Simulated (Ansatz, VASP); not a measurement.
TaN: VASP beside Ansatz

The input INCAR:

```
SYSTEM = TaN
  PREC = Accurate
  ENCUT = 520
  EDIFF = 1E-6
  ISMEAR = 0
  SIGMA = 0.15
  LREAL = .FALSE.
  LASPH = .TRUE.
  NELM = 80
  ALGO = Normal
  ISIF = 2
  LWAVE = .FALSE.
  LCHARG = .TRUE.
  GGA = PS
  LELF = .TRUE.
  LVHAR = .TRUE.
  NBANDS = 24
```

The input KPOINTS:

```
Automatic mesh
0
G
  15 15 8
  0 0 0
```

Contents of POSCAR:

```
TaN
1.0
    2.8891806446      0.0000000000      0.0000000000
   -1.4445903223      2.5021038344      0.0000000000
    0.0000000000      0.0000000000      5.8600190937
Ta N
2 2
Direct
   -0.0517015337     -0.0378481495      0.0000000000
    0.0517015337      0.0378481495      0.5000000000
    0.3333333333      0.6666666667      0.2500000000
    0.6666666667      0.3333333333      0.7500000000
```

Input for Ansatz:

```yaml
crystal:
  lattice:
    - [2.8891806446, 0.0, 0.0]
    - [-1.4445903223, 2.5021038344, 0.0]
    - [0.0, 0.0, 5.8600190937]
  atoms:
    - { symbol: Ta, position: [-0.0517015337, -0.0378481495, 0.0] }
    - { symbol: Ta, position: [0.0517015337, 0.0378481495, 0.5] }
    - { symbol: "N", position: [0.3333333333, 0.6666666667, 0.25] }
    - { symbol: "N", position: [0.6666666667, 0.3333333333, 0.75] }
basis:
  ecutwfc: 520.0
kpoints:
  mp_grid: { grid: [15, 15, 8] }
hamiltonian:
  xc: pbesol
  pseudopotentials: { kind: paw, azcp: { folder: soft_1 } }
scf:
  occupations: { method: gaussian, width: 0.15 }
output:
  forces: true
  stress: true
  eigenvalues: true
```

Change from the starting cell: mode 4 frozen in at -0.095 Å and mode 5 at -0.095 Å (largest displacements).

Alike in both runs: task single point; functional PBEsol; k mesh 15 × 15 × 8; occupations gaussian, width 0.15 eV; no spin polarisation.

|  | VASP | Ansatz |
| --- | --- | --- |
| version | VASP 6.6.1 | Ansatz 0.2.0 |
| potentials or method | VASP PAW PBE potentials, release 64 (Ta_pv, N), cutoff 520 eV | scalar-relativistic, plane waves, PAW |
| valence electrons in the cell | 32 | 36 |

VASP gave:

| Item | Value |
| --- | --- |
| gap on the k mesh at the Fermi level (eV) | none |
| pressure (GPa) | 4.0 |
| traceless stress, the component that is largest in VASP (GPa) | 1.77 |
| rms of the force components (eV/Å) | 0.781 |

Q: Which values does Ansatz return?

A: gap on the k mesh at the Fermi level (eV): none; pressure (GPa): 2.9; traceless stress, the component that is largest in VASP (GPa): 1.63; rms of the force components (eV/Å): 0.776.

VASP's potentials were made for PBE, not for PBEsol, and Ansatz warns of the same on its side. Atom by atom the forces differ by 0.005 eV/Å (rms over components). A gap of «none» marks a metal or a gap that the smearing closes. With one functional, cell and mesh, what is left measures potentials, basis and numerics. VASP's potentials hold 32 valence electrons a cell and Ansatz's 36, so a difference there can come from the potentials and not from the codes.

Neither program's run includes spin-orbit coupling.
